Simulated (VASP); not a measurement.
Input of a VASP 6.6.1 run:

Contents of INCAR:

```
SYSTEM = Sn
PREC = Accurate
ENCUT = 520
EDIFF = 1E-6
ISMEAR = -1
SIGMA = 0.05
LREAL = .FALSE.
LASPH = .TRUE.
NELM = 100
ALGO = Normal
ISIF = 2
LWAVE = .FALSE.
LCHARG = .FALSE.
GGA = PS
NBANDS = 21
```

Contents of KPOINTS:

```
regular mesh
0
G
  14 14 8
  0 0 0
```

Contents of POSCAR:

```
Sn
1.0
    3.0529517466      0.0000000000      0.0000000000
   -1.5264758733      2.6439337691      0.0000000000
    0.0000000000      0.0000000000      5.1415597342
Sn
2
Direct
    0.3333333333      0.6666666667      0.2500000000
    0.6666666667      0.3333333333      0.7500000000
```

Potentials or basis: VASP PAW PBE potentials, release 64 (Sn_d).

Run with:

```bash
$ cat potpaw_PBE.64/Sn_d/POTCAR > POTCAR
$ mpirun -np 1 vasp_std > vasp.out
```

(1) Estimate the band gap on the k mesh.

(2) Estimate the pressure.

Results:

(1) zero (band 14 reaches 19.58 eV, above the bottom of band 15 at 8.79 eV).

(2) 23.0 GPa.

Caveat: the PAW data sets were made with another functional, which shifts forces and pressure a little; spin-orbit coupling is left out, which moves the levels of the heavy elements.
